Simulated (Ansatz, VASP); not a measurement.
## One calculation of AlIn2Sb3, two programs

INCAR

```
PREC     = Accurate       # precision mode
ENCUT    = 520            # plane-wave cutoff, eV
EDIFF    = 1E-6           # SCF threshold, eV
ISMEAR   = 0              # smearing method
SIGMA    = 0.2            # smearing width, eV
LREAL    = F              # projectors in reciprocal space
LASPH    = T              # aspherical terms in the spheres
NELM     = 80             # most SCF steps
ALGO     = Normal         # electronic algorithm
ISIF     = 2              # what is computed and relaxed
LWAVE    = F              # write WAVECAR
LCHARG   = F              # write CHGCAR
GGA      = PE             # functional
NBANDS   = 56             # bands
```

KPOINTS

```
regular mesh
0
Gamma
  6 6 1
```

The input POSCAR:

```
AlIn2Sb3
1.0
    4.5781609835      0.0000000000      0.0000000000
   -2.2890804917      3.9648037143      0.0000000000
    0.0000000000      0.0000000000     22.6509180000
Al In Sb
2 4 6
Direct
    0.3333333333      0.6666666667      0.9972140000
    0.3333333333      0.6666666667      0.6690270000
    0.6666666667      0.3333333333      0.1621740000
    0.6666666667      0.3333333333      0.5057180000
    0.6666666667      0.3333333333      0.8340550000
    0.3333333333      0.6666666667      0.3338060000
    0.6666666667      0.3333333333      0.2886990000
    0.6666666667      0.3333333333      0.6328480000
    0.6666666667      0.3333333333      0.9610750000
    0.3333333333      0.6666666667      0.1166850000
    0.3333333333      0.6666666667      0.4604350000
    0.3333333333      0.6666666667      0.7884660000
```

Input for Ansatz:

```yaml
crystal:
  lattice:
    - [4.5781609835, 0.0, 0.0]
    - [-2.2890804917, 3.9648037143, 0.0]
    - [0.0, 0.0, 22.650918]
  atoms:
    - { symbol: Al, position: [0.3333333333, 0.6666666667, 0.997214] }
    - { symbol: Al, position: [0.3333333333, 0.6666666667, 0.669027] }
    - { symbol: In, position: [0.6666666667, 0.3333333333, 0.162174] }
    - { symbol: In, position: [0.6666666667, 0.3333333333, 0.505718] }
    - { symbol: In, position: [0.6666666667, 0.3333333333, 0.834055] }
    - { symbol: In, position: [0.3333333333, 0.6666666667, 0.333806] }
    - { symbol: Sb, position: [0.6666666667, 0.3333333333, 0.288699] }
    - { symbol: Sb, position: [0.6666666667, 0.3333333333, 0.632848] }
    - { symbol: Sb, position: [0.6666666667, 0.3333333333, 0.961075] }
    - { symbol: Sb, position: [0.3333333333, 0.6666666667, 0.116685] }
    - { symbol: Sb, position: [0.3333333333, 0.6666666667, 0.460435] }
    - { symbol: Sb, position: [0.3333333333, 0.6666666667, 0.788466] }
basis:
  ecutwfc: 420
kpoints:
  mp_grid: { grid: [6, 6, 1] }
hamiltonian:
  xc: pbe
scf:
  occupations: { method: gaussian, width: 0.2 }
  lower_state_search: "off"
output:
  forces: true
  stress: true
  eigenvalues: true
```

Alike in both runs: task single point; functional PBE; k mesh 6 × 6 × 1; occupations gaussian, width 0.2 eV; no spin polarisation.

```csv
,VASP,Ansatz
version,VASP 6.6.1,Ansatz 0.2.0
potentials or method,"VASP PAW PBE potentials, release 64 (Al, In_d, Sb), cutoff 520 eV","scalar-relativistic, plane waves, PAW"
valence electrons in the cell,88,148
```

```tsv
	VASP	Ansatz	Ansatz less VASP
gap on the k mesh at the Fermi level (eV)	none	none	-
pressure (GPa)	0.1	0.1	-0.02
rms of the force components (eV/Å)	0.008	0.009	+0.0008
```

Atom by atom the forces differ by 0.005 eV/Å (rms over components). A gap of «none» marks a metal or a gap that the smearing closes. VASP's potentials hold 88 valence electrons a cell and Ansatz's 148, so a difference there can come from the potentials and not from the codes.

Spin-orbit coupling is off throughout.
